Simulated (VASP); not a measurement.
Crystal: Al2Pt.

```
Al Pt
1.0
     0.00000    2.95500    2.95500
     2.95500    0.00000    2.95500
     2.95500    2.95500    0.00000
Al Pt
2 1
Direct
  0.25000 0.25000 0.25000
  0.75000 0.75000 0.75000
  0.00000 0.00000 0.00000
```

| Item | Value |
| --- | --- |
| Program | VASP 6.6.1 |
| Task | relaxation of cell and atoms |
| Functional | PBE |
| Potentials or basis | VASP PAW PBE potentials, release 64 (Al, Pt) |
| Cutoff | 600 eV |
| k mesh | 14 × 14 × 14 |
| Occupations | gaussian, width 0.1 eV |
| Spin | no spin polarisation |

At the start: pressure 2.3 GPa; volume 17.20 Å³/atom.

**Question.** How do energy, volume and symmetry change on relaxing?

**Answer.** Over 3 steps the energy falls by 2.1 meV/atom and the volume is 17.50 Å³/atom (+1.7 %); space group Fm-3m (No. 225, to 0.05 Å).

Step by step:
```tsv
step	energy change (eV)	largest force (eV/Å)	pressure (GPa)	volume (Å³)
1	0.0000	0.0000	2.31	51.61
2	0.0010	0.0000	-2.35	53.48
3	-0.0063	0.0000	0.00	52.50
```

Final structure:
```yaml
crystal:
  lattice:
    - [0.00000, 2.97198, 2.97198]
    - [2.97198, 0.00000, 2.97198]
    - [2.97198, 2.97198, 0.00000]
  atoms:
    - { symbol: Al, position: [0.25000, 0.25000, 0.25000] }
    - { symbol: Al, position: [0.75000, 0.75000, 0.75000] }
    - { symbol: Pt, position: [0.00000, 0.00000, 0.00000] }
```
